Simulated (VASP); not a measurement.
Input of a VASP 6.6.1 run:

File INCAR:

```
SYSTEM = Cd
ALGO = Normal
EDIFF = 1E-6
ENCUT = 520
GGA = PE
ISIF = 2
ISMEAR = -1
LASPH = .TRUE.
LCHARG = .FALSE.
LREAL = .FALSE.
LWAVE = .FALSE.
NBANDS = 12
NELM = 100
PREC = Accurate
SIGMA = 0.1
```

The input KPOINTS:

```
k-points
0
G
  20 20 20
  0 0 0
```

POSCAR

```
Cd
1.0
    0.0000000000      2.1919028763      2.1919028763
    2.1919028763      0.0000000000      2.1919028763
    2.1919028763      2.1919028763      0.0000000000
Cd
1
Direct
    0.0000000000      0.0000000000      0.0000000000
```

Potentials or basis: VASP PAW PBE potentials, release 64 (Cd).

Launch:

```console
$ cat potpaw_PBE.64/Cd/POTCAR > POTCAR
$ mpirun -np 1 vasp_std > vasp.out
```

Question: What does it give for the band gap on the k mesh?

Answer: Zero (band 6 reaches 5.20 eV, above the bottom of band 7 at 1.84 eV).

Question: What does it give for the pressure?

Answer: 4.6 GPa.
